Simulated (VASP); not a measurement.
Here is a VASP 6.6.1 calculation.

Contents of POSCAR:

```
WS2
1.0
    3.1814541715      0.0000000000      0.0000000000
   -1.5907270858      2.7552201335      0.0000000000
    0.0000000000      0.0000000000     28.6961977003
W S
3 6
Direct
    0.6666666667      0.3333333333      0.6597159258
    0.3333333333      0.6666666667      0.8874820222
    0.3333333333      0.6666666667      0.4319799844
    0.6666666667      0.3333333333      0.9418083297
    0.6666666667      0.3333333333      0.4863292567
    0.3333333333      0.6666666667      0.7140622939
    0.6666666667      0.3333333333      0.8331337803
    0.6666666667      0.3333333333      0.3776529989
    0.3333333333      0.6666666667      0.6053693980
```

File INCAR.step1:

```
PREC     = Accurate       # precision mode
ENCUT    = 520            # plane-wave cutoff, eV
ISMEAR   = 0              # smearing method
SIGMA    = 0.02           # smearing width, eV
LREAL    = F              # projectors in reciprocal space
LASPH    = T              # aspherical terms in the spheres
NELM     = 100            # most SCF steps
NBANDS   = 49             # bands
GGA      = PE             # functional
ALGO     = Normal         # electronic algorithm
EDIFF    = 1E-4           # SCF threshold, eV
LWAVE    = T              # write WAVECAR
LCHARG   = F              # write CHGCAR
```

INCAR.step2

```
PREC     = Accurate       # precision mode
ENCUT    = 520            # plane-wave cutoff, eV
EDIFF    = 1E-6           # SCF threshold, eV
ISMEAR   = 0              # smearing method
SIGMA    = 0.02           # smearing width, eV
LREAL    = F              # projectors in reciprocal space
LASPH    = T              # aspherical terms in the spheres
NELM     = 100            # most SCF steps
ALGO     = Normal         # electronic algorithm
ISIF     = 2              # what is computed and relaxed
LWAVE    = F              # write WAVECAR
LCHARG   = F              # write CHGCAR
METAGGA  = R2SCAN         # meta-GGA
LMIXTAU  = T            
NBANDS   = 49             # bands
ISTART   = 1
```

Contents of KPOINTS:

```
regular mesh
0
Gamma
  12 12 1
```

Potentials or basis: VASP PAW PBE potentials, release 64 (W_sv, S).

The run is started by

```sh
$ cat potpaw_PBE.64/W_sv/POTCAR potpaw_PBE.64/S/POTCAR > POTCAR
$ cp INCAR.step1 INCAR
$ mpirun -np 1 vasp_std > vasp.out
$ cp INCAR.step2 INCAR
$ mpirun -np 1 vasp_std > vasp.out
```

**Question.** Estimate the largest force.

**Answer.** 0.022 eV/Å.

**Question.** Predict the band gap on the k mesh.

**Answer.** 1.50 eV (least direct gap 1.89 eV).

Forces on the atoms (eV/Å):
```
W    0.000  0.000  0.000
W    0.000  0.000  0.001
W    0.000  0.000 -0.001
S    0.000  0.000  0.022
S    0.000  0.000  0.021
S    0.000  0.000  0.022
S    0.000  0.000 -0.022
S    0.000  0.000 -0.021
S    0.000  0.000 -0.022
```

Caveat: the PAW data sets were made with another functional, which shifts forces and pressure a little; spin-orbit coupling is left out, which moves the levels of the heavy elements.
